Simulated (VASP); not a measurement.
The system is NbP2.

```
CELL_PARAMETERS angstrom
5.04828 0.00000 0.00000
0.00000 5.04828 0.00000
0.00000 0.00000 3.97015
ATOMIC_POSITIONS crystal
Nb 0.50000 0.50000 0.00000
Nb 0.00000 0.00000 0.50000
P 0.75000 0.25000 0.25000
P 0.25000 0.75000 0.25000
P 0.25000 0.25000 0.75000
P 0.75000 0.75000 0.75000
```

| Item | Value |
| --- | --- |
| Program | VASP 6.6.1 |
| Task | relaxation of cell and atoms |
| Functional | PBE |
| Potentials or basis | VASP PAW PBE potentials, release 64 (Nb_sv, P) |
| Cutoff | 600 eV |
| k mesh | 4 × 4 × 4 |
| Occupations | gaussian, width 0.1 eV |
| Spin | no spin polarisation |

At the start: pressure 71.7 GPa; volume 16.86 Å³/atom.

Question: Where does the relaxation end?

Answer: Over 14 steps the energy falls by 1826.6 meV/atom and the volume is 20.54 Å³/atom (+21.8 %); space group P4_2/nnm (No. 134, to 0.05 Å).

The path:
| step | energy change (eV) | largest force (eV/Å) | pressure (GPa) | volume (Å³) |
| --- | --- | --- | --- | --- |
| 1 | 0.0000 | 0.0000 | 71.73 | 101.18 |
| 2 | -0.5877 | 0.0000 | -14.86 | 254.44 |
| 3 | -8.8378 | 0.0000 | -4.28 | 156.75 |
| 4 | -8.9048 | 0.0000 | -2.14 | 152.53 |
| 5 | -8.9142 | 0.0000 | -0.96 | 150.43 |
| 6 | -9.1648 | 0.0000 | -1.59 | 148.06 |
| 7 | -10.0771 | 0.0000 | -3.08 | 139.60 |
| 8 | -10.4872 | 0.0000 | 3.87 | 116.28 |
| 9 | -10.7096 | 0.0000 | -2.73 | 131.07 |
| 10 | -10.9561 | 0.0000 | -0.84 | 124.06 |
| 11 | -10.9539 | 0.0000 | -1.13 | 124.75 |
| 12 | -10.9066 | 0.0000 | 4.11 | 119.31 |
| 13 | -10.9585 | 0.0000 | -0.01 | 123.49 |
| 14 | -10.9593 | 0.0000 | -0.01 | 123.27 |

Final structure:
```
Nb P
1.0
     6.43931    0.00000    0.00000
     0.00000    6.43931    0.00000
     0.00000    0.00000    2.97281
Nb P
2 4
Direct
  0.50000 0.50000 0.00000
  0.00000 0.00000 0.50000
  0.75000 0.25000 0.25000
  0.25000 0.75000 0.25000
  0.25000 0.25000 0.75000
  0.75000 0.75000 0.75000
```

Caveat: the k points lie up to 0.53 Å⁻¹ apart in the final cell; the volume moved by over 15 % at a fixed basis, so the end points are rough.
